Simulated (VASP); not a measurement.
Runs of VASP 6.6.1 on WS2. The structure is that of space group R3m (No. 160), or close to it. The cells are those of the table. 

```tsv
cell	gap on the mesh (eV)	pressure (GPa)	largest force (eV/Å)
a = 6.749 Å, angles 28.4°, 3 atoms	(a)	-17.3	2.12
a = 6.160 Å, angles 31.2°, 3 atoms	(b)	-5.5	0.92
a = 6.699 Å, angles 25.9°, 3 atoms	1.27	(c)	0.68
a = 6.402 Å, angles 27.1°, 3 atoms	1.15	21.5	1.98
```

Alike in all rows: task single point; level PBE+D3(BJ); potentials or basis VASP PAW PBE potentials, release 64 (W_sv, S); no spin polarisation; k mesh 12 × 12 × 12; cutoff (eV) 520; smearing gaussian 0.05 eV.

Q: Fill in the values left out.

A: (a) 1.10; (b) 0.03; (c) 9.9.

Caveats: spin-orbit coupling is left out, which moves the levels of the heavy elements; forces of over 1 eV/Å act on the atoms, so gaps and moduli don't describe the material at rest (at least some runs); the cell stands under tension (at least some runs); the stress differs along the axes, from -11 to 5 GPa (at least some runs); the smearing spreads over this small gap (at least some runs); the stress differs along the axes, from -3 to 16 GPa (at least some runs); the stress differs along the axes, from 15 to 24 GPa (at least some runs).

A k mesh can miss the band edges, and the runs leave out spin-orbit coupling on W.
